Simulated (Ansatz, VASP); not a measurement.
# CsI: VASP beside Ansatz

File INCAR:

```
PREC = Accurate
ENCUT = 500
EDIFF = 1E-6
ISMEAR = 0
SIGMA = 0.05
LREAL = False
LASPH = True
NELM = 120
ALGO = Normal
ISIF = 2
LWAVE = False
LCHARG = True
GGA = PE
LELF = True
LVHAR = True
NBANDS = 15
GGA_COMPAT = False
```

Contents of KPOINTS:

```
regular mesh
0
Gamma
  8 8 8
```

Contents of POSCAR:

```
CsI
1.0
    4.5783156838      0.0000000000      0.0000000000
    0.0000000000      4.5783156838      0.0000000000
    0.0000000000      0.0000000000      4.5783156838
Cs I
1 1
Direct
    0.0000000000      0.0000000000      0.0000000000
    0.5000000000      0.5000000000      0.5000000000
```

Input for Ansatz:

```yaml
crystal:
  lattice:
    - [4.5783156838, 0.0, 0.0]
    - [0.0, 4.5783156838, 0.0]
    - [0.0, 0.0, 4.5783156838]
  atoms:
    - { symbol: Cs, position: [0.0, 0.0, 0.0] }
    - { symbol: I, position: [0.5, 0.5, 0.5] }
basis:
  ecutwfc: 420
  ecutrho_ratio: 4
kpoints:
  mp_grid: { grid: [8, 8, 8] }
hamiltonian:
  xc: pbe
scf:
  occupations: { method: gaussian, width: 0.05 }
output:
  forces: true
  stress: true
  eigenvalues: true
```

Alike in both runs: task single point; functional PBE; k mesh 8 × 8 × 8; occupations gaussian, width 0.05 eV; no spin polarisation.

|  | VASP | Ansatz |
| --- | --- | --- |
| version | VASP 6.6.1 | Ansatz 0.2.0 |
| potentials or method | VASP PAW PBE potentials, release 64 (Cs_sv, I), cutoff 500 eV | scalar-relativistic, plane waves, PAW |
| valence electrons in the cell | 16 | 26 |

```csv
,VASP,Ansatz,Ansatz less VASP
gap on the k mesh at the Fermi level (eV),3.85,3.86,+0.014
least direct gap on the mesh (eV),3.94,3.95,+0.010
pressure (GPa),0.7,0.7,-0.04
```

VASP's potentials hold 16 valence electrons a cell and Ansatz's 26, so a difference there can come from the potentials and not from the codes.

Spin-orbit coupling is off throughout.
